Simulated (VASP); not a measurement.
**WC: single point with PBE**

WC:

```
W C
1.0
     2.90650    0.00000    0.00000
    -1.45325    2.51710    0.00000
     0.00000    0.00000    2.83660
W C
1 1
Direct
  0.00000 0.00000 0.00000
  0.66667 0.33333 0.50000
```

| Quantity | Value |
| --- | --- |
| Program | VASP 6.6.1 |
| Task | single point |
| Functional | PBE |
| Potentials or basis | VASP PAW PBE potentials, release 64 (W_sv, C) |
| Cutoff | 520 eV |
| k mesh | 15 × 15 × 12 |
| Occupations | gaussian, width 0.05 eV |
| Spin | no spin polarisation |
| Dipole correction | no |
| Further INCAR settings | ALGO = Normal; EDIFF = 1e-07; NBANDS = 16 |

```yaml
Pressure: 6.6 GPa
Band_gap_on_the_k_mesh: zero (bands 9 and 10 overlap by 1.22 eV)
```

Stress tensor (GPa, compression positive):
```
6.76 0.00 0.00
0.00 6.76 0.00
0.00 0.00 6.32
```

Levels at points of the mesh, in eV from the Fermi level:
```csv
k point,band 6,band 7,band 8,band 9,band 10,band 11,band 12,band 13
"(0.00, 0.00, 0.00)",-4.30,-3.32,-3.32,0.10,3.25,3.25,5.63,5.63
"(0.00, 0.00, 0.50)",-8.64,-2.00,-2.00,-0.57,-0.57,3.68,4.54,4.54
```

Wall time 110 s on 1 thread of AMD EPYC 7R13, with other jobs on the host, peak memory 0.16 GiB.

Caveat: the cell stands under pressure; spin-orbit coupling is left out, which moves the levels of the heavy elements.
